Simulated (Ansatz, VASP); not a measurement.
Given: the input of a run of Ansatz 0.2.0 on PtS2.

Contents of input.yaml:

```yaml
crystal:
  lattice:
    - [3.5432, 0.0, 0.0]
    - [-1.7716, 3.0685012107, 0.0]
    - [0.0, 0.0, 5.0388]
  atoms:
    - { symbol: Pt, position: [0.0, 0.0, 0.0] }
    - { symbol: S, position: [0.6666666667, 0.3333333333, 0.773] }
    - { symbol: S, position: [0.3333333333, 0.6666666667, 0.227] }
kpoints:
  mp_grid: { grid: [9, 9, 5] }
scf:
  occupations: { method: fermi_dirac, width: 0.05 }
hamiltonian:
  xc: pbesol
  pseudopotentials: { kind: all_electron, lapw: { basis_error: 0.002 } }
output:
  forces: true
  stress: true
relax:
  f_tol: 0.02
  max_steps: 60
  cell: {}
```

Potentials or basis: all-electron LAPW, scalar-relativistic.

Command:

```sh
$ ansatz run input.yaml --threads 2 --pin off --max-ram 8192MiB --backend cpu --events-out ev --progress --plain --runs-dir out
```

Problem. Set up the same calculation for VASP 6.6.1. Potentials there: VASP PAW PBE potentials, release 64 (Pt, S).

Solution. As run (the cutoff follows the program's own potentials):

The input INCAR:

```
PREC = Accurate
ENCUT = 600
EDIFF = 1E-6
ISMEAR = -1
SIGMA = 0.05
LREAL = False
LASPH = True
NELM = 80
ALGO = Normal
ISIF = 3
LWAVE = False
LCHARG = False
GGA = PS
IBRION = 2
NSW = 80
EDIFFG = -0.02
```

Contents of KPOINTS:

```
Automatic mesh
0
Gamma
  9 9 5
```

Contents of POSCAR:

```
PtS2
1.0
    3.5432000000      0.0000000000      0.0000000000
   -1.7716000000      3.0685012107      0.0000000000
    0.0000000000      0.0000000000      5.0388000000
Pt S
1 2
Direct
    0.0000000000      0.0000000000      0.0000000000
    0.6666666667      0.3333333333      0.7730000000
    0.3333333333      0.6666666667      0.2270000000
```

Potentials or basis: VASP PAW PBE potentials, release 64 (Pt, S).

Command:

```console
$ cat potpaw_PBE.64/Pt/POTCAR potpaw_PBE.64/S/POTCAR > POTCAR
$ mpirun -np 1 vasp_std > vasp.out
```

Both were run:

|  | VASP | Ansatz | Ansatz less VASP |
| --- | --- | --- | --- |
| relaxed volume (Å³/atom) | 17.67 | 17.58 | -0.088 |
| relaxed cell length with the largest relative difference (Å) | 4.801 | 4.776 | -0.0254 |

VASP's potentials were made for PBE, not for PBEsol. Ansatz ran all-electron here, and VASP with PAW potentials.

Neither program's run includes spin-orbit coupling.
